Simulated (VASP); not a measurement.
The system is Fe.

```
Fe
1.0
    -1.43152    1.43152    1.43152
     1.43152   -1.43152    1.43152
     1.43152    1.43152   -1.43152
Fe
1
Direct
  0.00000 0.00000 0.00000
```

- Program: VASP 6.6.1
- Task: relaxation of cell and atoms
- Functional: PBE
- Potentials or basis: VASP PAW PBE potentials, release 64 (Fe)
- Cutoff: 600 eV
- k mesh: 4 × 4 × 4
- Occupations: gaussian, width 0.1 eV
- Spin: collinear spin, ferromagnetic start
- Starting moments: [4.0] μB

At the start: pressure -9.9 GPa; volume 11.73 Å³/atom.

Task: How do energy, volume and symmetry change on relaxing?

Result: Over 3 steps the energy falls by 18.8 meV/atom and the volume is 11.16 Å³/atom (-4.9 %); space group Im-3m (No. 229, to 0.05 Å); moment 2.00 μB per cell.

The path:
| step | energy change (eV) | largest force (eV/Å) | pressure (GPa) | volume (Å³) |
| --- | --- | --- | --- | --- |
| 1 | 0.0000 | 0.0000 | -9.93 | 11.73 |
| 2 | 0.0047 | 0.0000 | 12.41 | 10.54 |
| 3 | -0.0188 | 0.0000 | -0.24 | 11.16 |

Final structure:
```cif
data_structure
_symmetry_space_group_name_H-M 'P 1'
_symmetry_Int_Tables_number 1
_cell_length_a 2.4385
_cell_length_b 2.4385
_cell_length_c 2.4385
_cell_angle_alpha 109.471
_cell_angle_beta 109.471
_cell_angle_gamma 109.471
_cell_volume 11.16
loop_
_atom_site_label
_atom_site_type_symbol
_atom_site_fract_x
_atom_site_fract_y
_atom_site_fract_z
_atom_site_occupancy
Fe1 Fe 0.00000 0.00000 0.00000 1
```

Caveat: the k points lie up to 0.79 Å⁻¹ apart in the final cell.
